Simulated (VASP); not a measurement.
The system is PtSe2.

```
Pt Se
1.0
     3.72400    0.00000    0.00000
    -1.86200    3.22508    0.00000
     0.00000    0.00000    5.06200
Pt Se
1 2
Direct
  0.00000 0.00000 0.00000
  0.33333 0.66667 0.25000
  0.66667 0.33333 0.75000
```

| Quantity | Value |
| --- | --- |
| Program | VASP 6.6.1 |
| Task | relaxation of cell and atoms |
| Functional | PBE |
| Dispersion | D3(BJ) |
| Potentials or basis | VASP PAW PBE potentials, release 64 (Pt, Se) |
| Cutoff | 600 eV |
| k mesh | 8 × 8 × 6 |
| Occupations | fermi-dirac, width 0.1 eV |
| Spin | no spin polarisation |

At the start: pressure 3.5 GPa; volume 20.27 Å³/atom.

Task: How do energy, volume and symmetry change on relaxing?

Result: Over 19 steps the energy falls by 17.7 meV/atom and the volume is 19.75 Å³/atom (-2.5 %); space group P-3m1 (No. 164, to 0.1 Å) before and after.

Step by step:
| step | energy change (eV) | largest force (eV/Å) | pressure (GPa) | volume (Å³) |
| --- | --- | --- | --- | --- |
| 1 | 0.0000 | 0.6166 | 3.48 | 60.80 |
| 2 | 0.0313 | 0.3913 | -5.88 | 64.75 |
| 3 | -0.0242 | 0.1831 | -0.61 | 62.31 |
| 4 | -0.0301 | 0.1564 | -0.55 | 61.92 |
| 5 | -0.0440 | 0.0701 | -0.27 | 60.73 |
| 6 | -0.0465 | 0.1595 | 0.80 | 58.37 |
| 7 | -0.0505 | 0.0249 | 0.25 | 59.53 |
| 8 | -0.0507 | 0.0410 | 0.30 | 59.37 |
| 9 | -0.0512 | 0.1324 | -1.07 | 59.60 |
| 10 | -0.0523 | 0.0911 | -0.46 | 59.50 |
| 11 | -0.0521 | 0.0673 | 0.60 | 58.88 |
| 12 | -0.0532 | 0.0167 | 0.04 | 59.21 |
| 13 | -0.0532 | 0.0152 | 0.04 | 59.20 |
| 14 | -0.0529 | 0.0259 | 0.33 | 59.04 |
| 15 | -0.0532 | 0.0137 | 0.06 | 59.19 |
| 16 | -0.0532 | 0.0108 | -0.03 | 59.26 |
| 17 | -0.0532 | 0.0110 | -0.03 | 59.25 |
| 18 | -0.0532 | 0.0046 | 0.07 | 59.25 |
| 19 | -0.0532 | 0.0022 | 0.04 | 59.25 |

Final structure:
```xyz
3
Lattice="3.7733 0.0000 0.0000 -1.8866 3.2678 0.0000 0.0000 0.0000 4.8052" Properties=species:S:1:pos:R:3 pbc="T T T"
Pt    0.0000    0.0000    0.0000
Se    0.0000    2.1785    1.2788
Se    1.8866    1.0893    3.5264
```
